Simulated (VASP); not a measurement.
# C (P1) in VASP: a series of runs

C is run at these levels: r2SCAN; tasks: single point.

The COD entry that gives the cell may itself be a prediction, so a difference from it is no test against experiment.

All numbers are computed with VASP 6.6.1; they aren't measurements. Logs are shortened: lines on timing, memory, paths and dates and some standing lists are left out, and cuts for length are marked.

### 1 The cell of the first run

The typed cell holds 8 atoms: a = 2.261 Å, b = 2.567 Å, c = 8.504 Å, α = 93.44°, β = 86.75°, γ = 121.02°.

### 2 Single point, r2SCAN (atoms moved at random and the cell strained at random)

POSCAR reads:

```
C
1.0
    2.2579921463     -0.1036605776      0.0672752465
   -1.2187687668      2.2580098434     -0.0776249385
    0.2219507818     -0.1675707468      8.4996897146
C
8
Direct
    0.0708327342      0.1935960743      0.1112604221
   -0.0758909639     -0.1308838663      0.5426863544
   -0.0132744255      0.1033723327      0.4027578575
    0.0357023669      0.0110266623      0.9184144637
    0.3134269727      0.5106797699      0.1692919579
    0.6473468146      0.2917765742      0.6727710433
    0.3698675767      0.7197005751      0.3609280133
    0.6519889244      0.3007318777      0.8218898877
```

INCAR.step1 reads:

```
PREC     = Accurate       # precision mode
ENCUT    = 520            # plane-wave cutoff, eV
ISMEAR   = 0              # smearing method
SIGMA    = 0.05           # smearing width, eV
LREAL    = F              # projectors in reciprocal space
LASPH    = T              # aspherical terms in the spheres
NELM     = 60             # most SCF steps
NBANDS   = 26             # bands
GGA      = PE             # functional
ALGO     = Normal         # electronic algorithm
EDIFF    = 1E-4           # SCF threshold, eV
LWAVE    = T              # write WAVECAR
LCHARG   = F              # write CHGCAR
```

INCAR.step2 reads:

```
PREC     = Accurate       # precision mode
ENCUT    = 520            # plane-wave cutoff, eV
EDIFF    = 1E-7           # SCF threshold, eV
ISMEAR   = 0              # smearing method
SIGMA    = 0.05           # smearing width, eV
LREAL    = F              # projectors in reciprocal space
LASPH    = T              # aspherical terms in the spheres
NELM     = 60             # most SCF steps
ALGO     = Normal         # electronic algorithm
ISIF     = 2              # what is computed and relaxed
LWAVE    = F              # write WAVECAR
LCHARG   = T              # write CHGCAR
METAGGA  = R2SCAN         # meta-GGA
LMIXTAU  = T            
LELF     = T              # ELF
LVHAR    = T            
NBANDS   = 26             # bands
ISTART   = 1
```

KPOINTS reads:

```
regular mesh
0
Gamma
  12 12 4
```

Potentials or basis: VASP PAW PBE potentials, release 64 (C).

Launch:

```bash
cat potpaw_PBE.64/C/POTCAR > POTCAR
cp INCAR.step1 INCAR
mpirun -np 1 vasp_std > vasp.out
cp INCAR.step2 INCAR
mpirun -np 1 vasp_std > vasp.out
```

OUTCAR:

```text
PREC = Accurate
   ENCUT = 520
   EDIFF = 1E-7
   ISMEAR = 0
   LREAL = F
   LASPH = T
   NELM = 60
   ISIF = 2
   METAGGA = R2SCAN
   ISTART = 1

 ion  position               nearest neighbor table
   1  0.071  0.194  0.111-   5 0.85   4 1.67   5 1.78
   2  0.924  0.869  0.543-   3 1.33   6 1.72   6 1.81   6 1.82   7 1.92   7 1.94
   3  0.987  0.103  0.403-   7 1.28   2 1.33   7 1.41   7 1.63
   4  0.036  0.011  0.918-   8 1.43   8 1.67   1 1.67   8 1.74
   5  0.313  0.511  0.169-   1 0.85   7 1.68   1 1.78
   6  0.647  0.292  0.673-   8 1.27   2 1.72   2 1.81   2 1.82
   7  0.370  0.720  0.361-   3 1.28   3 1.41   3 1.63   5 1.68   2 1.92   2 1.94
   8  0.652  0.301  0.822-   6 1.27   4 1.43   4 1.67   4 1.74

 -----------------------------------------------------------------------------
|                                                                             |
|           W    W    AA    RRRRR   N    N  II  N    N   GGGG   !!!           |
|           W    W   A  A   R    R  NN   N  II  NN   N  G    G  !!!           |
|           W    W  A    A  R    R  N N  N  II  N N  N  G       !!!           |
|           W WW W  AAAAAA  RRRRR   N  N N  II  N  N N  G  GGG   !            |
|           WW  WW  A    A  R   R   N   NN  II  N   NN  G    G                |
|           W    W  A    A  R    R  N    N  II  N    N   GGGG   !!!           |
|                                                                             |
|     The distance between some ions is very small. Please check the          |
|     nearest-neighbor list in the OUTCAR file.                               |
|     I HOPE YOU KNOW WHAT YOU ARE DOING!                                     |
|                                                                             |
 -----------------------------------------------------------------------------

  LATTYP: Found a triclinic cell.
 ALAT       =     2.2613712669
 B/A-ratio  =     1.7172424145
 C/A-ratio  =     3.9928717569
 COS(alpha) =     0.0075439492
 COS(beta)  =     0.1998952896
 COS(gamma) =     0.8240312276

  Lattice vectors:

 A1 = (   2.2579921463,  -0.1036605776,   0.0672752465)
 A2 = (   3.2972155258,   2.0506886882,   0.0569255545)
 A3 = (   1.4407195486,  -2.4255805902,   8.5773146531)

Analysis of symmetry for initial positions (statically):
=====================================================================
 Subroutine PRICEL returns:
 Original cell was already a primitive cell.

 Routine SETGRP: Setting up the symmetry group for a
 triclinic supercell.

 Subroutine GETGRP returns: Found  1 space group operations
 (whereof  1 operations were pure point group operations)
 out of a pool of  2 trial point group operations.

The static configuration has the point symmetry C_1 .

Analysis of symmetry for dynamics (positions and initial velocities):
=====================================================================
 Subroutine PRICEL returns:
 Original cell was already a primitive cell.

 Routine SETGRP: Setting up the symmetry group for a
 triclinic supercell.

 Subroutine GETGRP returns: Found  1 space group operations
 (whereof  1 operations were pure point group operations)
 out of a pool of  2 trial point group operations.

The dynamic configuration has the point symmetry C_1 .

 Subroutine INISYM returns: Found  1 space group operations
 (whereof  1 operations are pure point group operations),
 and found     1 'primitive' translations

----------------------------------------------------------------------------------------

                                     Primitive cell

  volume of cell :      42.2149

  direct lattice vectors                    reciprocal lattice vectors
     2.257992146 -0.103660578  0.067275246     0.454327668  0.244983149 -0.007033948
    -1.218768767  2.258009843 -0.077624939     0.020604345  0.454278525  0.008418030
     0.221950782 -0.167570747  8.499689715    -0.003407841  0.002209733  0.117783907

  length of vectors
     2.261371267  2.567105645  8.504238199     0.516216863  0.454823461  0.117853914

  position of ions in fractional coordinates (direct lattice)
     0.070832734  0.193596074  0.111260422
     0.924109036  0.869116134  0.542686354
     0.986725574  0.103372333  0.402757857
     0.035702367  0.011026662  0.918414464
     0.313426973  0.510679770  0.169291958
     0.647346815  0.291776574  0.672771043
     0.369867577  0.719700575  0.360928013
     0.651988924  0.300731878  0.821889888

  ion indices of the primitive-cell ions
   primitive index   ion index
                 1           1
                 2           2
                 3           3
                 4           4
                 5           5
                 6           6
                 7           7
                 8           8

----------------------------------------------------------------------------------------

 KPOINTS: regular mesh

Automatic generation of k-mesh.
 Grid dimensions read from file:
 generate k-points for:   12   12    4

 Generating k-lattice:

  Cartesian coordinates                     Fractional coordinates (reciprocal lattice)
     0.037860639  0.020415262 -0.000586162     0.083333333  0.000000000 -0.000000000
     0.001717029  0.037856544  0.000701502    -0.000000000  0.083333333  0.000000000
    -0.000851960  0.000552433  0.029445977     0.000000000 -0.000000000  0.250000000

  Length of vectors
     0.043018072  0.037901955  0.029463478

  Shift w.r.t. Gamma in fractional coordinates (k-lattice)
     0.000000000  0.000000000  0.000000000

 Subroutine IBZKPT returns following result:
 ===========================================

 Found    292 irreducible k-points:

 Following reciprocal coordinates:
            Coordinates               Weight
  0.000000  0.000000  0.000000      1.000000
  0.083333  0.000000 -0.000000      2.000000
  0.166667  0.000000 -0.000000      2.000000
  0.250000  0.000000 -0.000000      2.000000
  0.333333 -0.000000 -0.000000      2.000000
  0.416667  0.000000  0.000000      2.000000
[... 16 lines left out ...]
  0.250000  0.166667  0.000000      2.000000
  0.333333  0.166667  0.000000      2.000000
 [... further k-points ...]
   k-points           NKPTS =    292   k-points in BZ     NKDIM =    292   number of bands    NBANDS=     26
   number of dos      NEDOS =    301   number of ions     NIONS =      8
   total plane-waves  NPLWV =  23040
   dimension x,y,z NGX =    18 NGY =   20 NGZ =   64
   dimension x,y,z NGXF=    36 NGYF=   40 NGZF=  128
   ions per type =               8
   NGX,Y,Z   is equivalent  to a cutoff of  13.23, 12.95, 12.51 a.u.
   NGXF,Y,Z  is equivalent  to a cutoff of  26.47, 25.90, 25.02 a.u.
 SYSTEM =  unknown system
   PREC   = accura    normal or accurate (medium, high low for compatibility)
   ISTART =      1    job   : 0-new  1-cont  2-samecut
   ICHARG =      0    charge: 1-file 2-atom 10-const
   ISPIN  =      1    spin polarized calculation?
   LNONCOLLINEAR =      F non collinear calculations
   LSORBIT =      F    spin-orbit coupling
   LASPH  =      T    aspherical Exc in radial PAW
   ENCUT  =  520.0 eV  38.22 Ry    6.18 a.u.   4.20  4.77 15.81*2*pi/ulx,y,z
   NELM   =     60;   NELMIN=  2; NELMDL=  0     # of ELM steps
   EDIFF  = 0.1E-06   stopping-criterion for ELM
   LREAL  =      F    real-space projection
   EDIFFG = 0.1E-05   stopping-criterion for IOM
   NSW    =      0    number of steps for IOM
   IBRION =     -1    ionic relax: 0-MD 1-quasi-New 2-CG
   NFREE  =      0    steps in history (QN), initial steepest desc. (CG)
   ISIF   =      2    stress and relaxation
   ISYM   =      2    0-nonsym 1-usesym 2-fastsym
   POTIM  = 0.5000    time-step for ionic-motion
   TEBEG  =    0.0;   TEEND  =   0.0 temperature during run
   PSTRESS=    0.0 pullay stress
   NELECT =      32.0000    total number of electrons
   NUPDOWN=      -1.0000    fix difference up-down
   EMIN   =  10.00;   EMAX   =-10.00  energy-range for DOS
   EFERMI =   0.00;   METHOD = LEGACY
   ISMEAR =     0;   SIGMA  =   0.05  broadening in eV -4-tet -1-fermi 0-gaus
   EFERMI_NEDOS =   21; number of points for ismear=-14 and -15
   IALGO  =     38    algorithm
   IMIX   =      4    mixing-type and parameters
     AMIX     =   0.40;   BMIX     =  1.00
     AMIX_MAG =   1.60;   BMIX_MAG =  1.00
  volume/ion in A,a.u.               =       5.28        35.61
  Fermi-wavevector in a.u.,A,eV,Ry     =   1.492690  2.820776 30.315475  2.228125
  Thomas-Fermi vector in A             =   2.605186
   LORBIT       =      0    0 simple, 1 ext, 2 COOP (PROOUT), +10 PAW based schemes
   METAGGA = R2SCAN    functional components
   LHFCALC =     F    Hartree Fock is set to
   AEXX    =    0.0000 exact exchange contribution
   IVDW    =     0    specifies the selected vdW correction
   LEPSILON=     F    determine dielectric tensor
   LRPA    =     F    only Hartree local field effects (RPA)
 non-spin polarized calculation
 Gauss-broadening in eV      SIGMA  =   0.05
  energy-cutoff  :      520.00
  volume of cell :       42.21
 maximum number of plane-waves:      1156
 NGX is ok and might be reduce to    18
   NGX =  9   NGY =  9   NGZ = 31

 number of electron      32.0000001 magnetization

 Free energy of the ion-electron system (eV)
  ---------------------------------------------------
  ext. energy  EPLUGINS =         0.00000000
  ---------------------------------------------------
  free energy    TOTEN  =       -44.39164558 eV

  energy without entropy =      -44.39019333  energy(sigma->0) =      -44.39091945

 E-fermi :  11.7964     XC(G=0): -14.6198

 val. band max:       11.7921595239   @ k =   0.3333   0.0833  -0.0000
 cond. band min:      11.8014201641   @ k =  -0.0000   0.3333   0.2500
 fundamental gap:      0.0092606402
 Fermi energy:        11.7963681899

 k-point     1 :       0.0000    0.0000    0.0000
  band No.  band energies     occupation
      1     -15.1154      2.00000
      2     -11.6593      2.00000
      3     -10.4386      2.00000
      4      -6.9596      2.00000
      5      -5.5188      2.00000
      6      -0.1185      2.00000
[... 18 lines left out ...]
     25      21.6064      0.00000
     26      23.9442      0.00000

 k-point     2 :       0.0833    0.0000   -0.0000
  band No.  band energies     occupation
      1     -14.8977      2.00000
      2     -11.4375      2.00000
      3     -10.2315      2.00000
      4      -6.7604      2.00000
      5      -5.3145      2.00000
      6      -0.0040      2.00000
[... 18 lines left out ...]
     25      21.4758      0.00000
     26      23.6502      0.00000

 k-point     3 :       0.1667    0.0000   -0.0000
  band No.  band energies     occupation
      1     -14.2474      2.00000
      2     -10.7761      2.00000
      3      -9.6182      2.00000
      4      -6.1676      2.00000
      5      -4.7171      2.00000
      6       0.2753      2.00000
[... 572 lines left out ...]
 k-point    23 :       0.2500    0.1667    0.0000
  band No.  band energies     occupation
      1     -11.4995      2.00000
      2      -7.9760      2.00000
      3      -7.2070      2.00000
      4      -3.8503      2.00000
      5      -3.3382      2.00000
      6      -2.1374      2.00000
[... 18 lines left out ...]
     25      21.4204      0.00000
     26      23.8599      0.00000

 k-point    24 :       0.3333    0.1667    0.0000
  band No.  band energies     occupation
      1      -9.7873      2.00000
      2      -6.3741      2.00000
      3      -5.9804      2.00000
      4      -4.5263      2.00000
      5      -2.5473      2.00000
      6      -2.1525      2.00000
[... 18 lines left out ...]
     25      21.3010      0.00000
     26      23.0411      0.00000

 [... further k-points ...]
[... 5 lines left out ...]
  --------------------------------------------------------------------------------------
  -------------------------------------------------------------------------------------
  Total       45.3436251     76.8527888     39.3154533     26.2654608     39.0429697     10.0796013
  in kB     1720.9234257   2916.7885068   1492.1366422    996.8511923   1481.7950924    382.5504015
  external PRESSURE =    2043.2828582 kB  Pullay stress =       0.0000000 kB

 VOLUME and BASIS-vectors are now :
 -----------------------------------------------------------------------------
  energy-cutoff  :      520.00
  volume of cell :       42.21
      direct lattice vectors                 reciprocal lattice vectors
     2.257992146 -0.103660578  0.067275246     0.454327668  0.244983149 -0.007033948
    -1.218768767  2.258009843 -0.077624939     0.020604345  0.454278525  0.008418030
     0.221950782 -0.167570747  8.499689715    -0.003407841  0.002209733  0.117783907

 POSITION                                       TOTAL-FORCE (eV/Angst)
 -----------------------------------------------------------------------------------
     -0.05131      0.41116      0.93542       -23.432601    -91.197662    -69.027353
      1.14783      1.77574      4.60737         0.470437      2.362961     17.422106
      2.19142      0.06364      3.48167         8.818156      0.325678      0.017502
      0.27102     -0.13270      7.80778        -2.594885     -0.062162     -3.360219
      0.12289      1.09226      1.42037        23.372710     91.676332     66.211908
      1.25542      0.47899      5.73925        -0.217759     -1.323198    -15.207769
      0.03812      1.52627      3.03679        -7.859975     -3.050043     -9.253278
      1.28808      0.47375      7.00633         1.443918      1.268094     13.197103
 -----------------------------------------------------------------------------------
    total drift:                               -0.000120      0.000023      0.000176

  FREE ENERGIE OF THE ION-ELECTRON SYSTEM (eV)
  ---------------------------------------------------
  free  energy   TOTEN  =       -44.3916455752 eV

  energy  without entropy=      -44.3901933310  energy(sigma->0) =      -44.39091945
```

It took 16 min on 1 thread of Intel Xeon Platinum 8259CL at 2.50GHz (Skylake/Cascade Lake), shared host; peak memory 0.32 GiB.

Results:

```yaml
Free_energy: -44.3916 eV
Pressure: 204.3 GPa
Largest_force: 116.751 eV/Å
Band_gap_on_the_k_mesh: zero (band 16 reaches 13.64 eV, above the bottom of band 17 at 10.71 eV)
```

Forces on the atoms (eV/Å):
```
C   -23.433 -91.198 -69.027
C     0.470   2.363  17.422
C     8.818   0.326   0.018
C    -2.595  -0.062  -3.360
C    23.373  91.676  66.212
C    -0.218  -1.323 -15.208
C    -7.860  -3.050  -9.253
C     1.444   1.268  13.197
```

Levels at points of the mesh, in eV from the Fermi level:
| k point | band 12 | band 13 | band 14 | band 15 | band 16 | band 17 | band 18 | band 19 | band 20 | band 21 |
| --- | --- | --- | --- | --- | --- | --- | --- | --- | --- | --- |
| (0.00, 0.00, 0.00) | -2.66 | -1.71 | -0.36 | 0.02 | 0.42 | 2.05 | 2.65 | 3.31 | 4.81 | 5.49 |
| (0.50, 0.00, 0.00) | -7.68 | -6.66 | -6.44 | -5.77 | -3.48 | -0.17 | 0.39 | 2.26 | 3.05 | 3.56 |
| (0.00, 0.50, 0.00) | -7.55 | -5.62 | -3.87 | -2.99 | -0.42 | 0.51 | 1.76 | 4.04 | 4.97 | 6.54 |
| (0.50, 0.50, 0.00) | -7.23 | -6.63 | -4.66 | -2.12 | -1.64 | -1.01 | 1.36 | 2.32 | 3.50 | 5.43 |
| (0.00, 0.00, 0.50) | -2.64 | -1.51 | -0.98 | -0.15 | 0.69 | 2.35 | 2.38 | 3.11 | 4.72 | 5.87 |
| (0.50, 0.00, 0.50) | -7.65 | -7.59 | -6.53 | -5.72 | -3.62 | 0.18 | 0.59 | 1.75 | 3.12 | 4.44 |
| (0.00, 0.50, 0.50) | -7.54 | -5.60 | -3.97 | -2.77 | -1.02 | 0.28 | 3.18 | 4.10 | 5.24 | 5.53 |
| (0.50, 0.50, 0.50) | -7.80 | -6.78 | -4.57 | -2.63 | -1.38 | -1.09 | 1.95 | 2.29 | 3.97 | 5.13 |

Caveat: the cell differs from its parent crystal (atoms moved at random and the cell strained at random); the PAW data sets were made with another functional, which shifts forces and pressure a little.

### 3 Single point, r2SCAN (atoms moved at random and the cell strained at random)

POSCAR reads:

```
C
1.0
    2.5029068540     -0.0050352450      0.1268292335
   -1.2558140771      2.1839772890     -0.0345310288
    0.4184280100      0.1100327303      8.1839946853
C
8
Direct
   -0.0199409144     -0.0414885623      0.0787397691
   -0.0217328074     -0.1369695090      0.6212781421
   -0.0438385069      0.0157446067      0.4080181283
    0.1079522678      0.0865754194      0.9149630033
    0.2181730392      0.5496768454      0.1616306276
    0.7452610086      0.4659218035      0.6184592128
    0.3734558334      0.6679073802      0.3346202862
    0.6406700797      0.3926320161      0.8622908305
```

INCAR.step1 reads:

```
SYSTEM = C
PREC = Accurate
ENCUT = 520
ISMEAR = 0
SIGMA = 0.05
LREAL = .FALSE.
LASPH = .TRUE.
NELM = 80
NBANDS = 26
GGA = PE
ALGO = Normal
EDIFF = 1E-4
LWAVE = .TRUE.
LCHARG = .FALSE.
```

INCAR.step2 reads:

```
SYSTEM = C
PREC = Accurate
ENCUT = 520
EDIFF = 1E-7
ISMEAR = 0
SIGMA = 0.05
LREAL = .FALSE.
LASPH = .TRUE.
NELM = 80
ALGO = Normal
ISIF = 2
LWAVE = .FALSE.
LCHARG = .FALSE.
METAGGA = R2SCAN
LMIXTAU = .TRUE.
NBANDS = 26
ISTART = 1
```

KPOINTS reads:

```
regular mesh
0
G
  12 12 4
  0 0 0
```

Potentials or basis: VASP PAW PBE potentials, release 64 (C).

Launch:

```bash
cat potpaw_PBE.64/C/POTCAR > POTCAR
cp INCAR.step1 INCAR
mpirun -np 1 vasp_std > vasp.out
cp INCAR.step2 INCAR
mpirun -np 1 vasp_std > vasp.out
```

Wall time 17 min (1 thread of Intel Xeon Platinum 8259CL at 2.50GHz (Skylake/Cascade Lake), shared host); peak memory 0.33 GiB.

It converged, with:

```yaml
Free_energy: -49.7844 eV
Pressure: 159.2 GPa
Largest_force: 108.640 eV/Å
Band_gap_on_the_k_mesh: zero (band 16 reaches 12.19 eV, above the bottom of band 17 at 9.66 eV)
```

Forces in eV/Å, atoms in the order of the input:
```
C     -1.674   -2.406    9.609
C     11.842  107.878   -2.889
C      4.553   -0.109   -3.273
C    -14.136   -9.410   -0.739
C      3.381    5.158   -4.006
C    -13.235 -107.785    3.122
C     -5.925   -1.521    3.564
C     15.194    8.195   -5.388
```

Stress tensor (GPa, compression positive):
```
 54.63  35.22 -31.99
 35.22 356.60   1.00
-31.99   1.00  66.30
```

Levels at points of the mesh, in eV from the Fermi level:
| k point | band 14 | band 15 | band 16 | band 17 | band 18 | band 19 |
| --- | --- | --- | --- | --- | --- | --- |
| (0.00, 0.00, 0.00) | -0.69 | 0.60 | 1.26 | 1.60 | 1.91 | 3.05 |
| (0.50, 0.00, 0.00) | -5.37 | -4.20 | -1.84 | -0.53 | 1.58 | 3.28 |
| (0.00, 0.50, 0.00) | -4.92 | -3.40 | -2.87 | -0.05 | 1.24 | 3.42 |
| (0.50, 0.50, 0.00) | -5.33 | -4.28 | -1.33 | -0.33 | 1.17 | 2.44 |
| (0.00, 0.00, 0.50) | -0.82 | 0.11 | 1.09 | 1.28 | 2.31 | 3.34 |
| (0.50, 0.00, 0.50) | -5.55 | -4.21 | -1.83 | -1.27 | 2.36 | 3.41 |
| (0.00, 0.50, 0.50) | -5.37 | -3.56 | -3.32 | 0.29 | 1.32 | 3.32 |
| (0.50, 0.50, 0.50) | -5.79 | -4.25 | -1.96 | -0.16 | 1.03 | 3.06 |

Caveat: the cell differs from its parent crystal (atoms moved at random and the cell strained at random); the PAW data sets were made with another functional, which shifts forces and pressure a little.
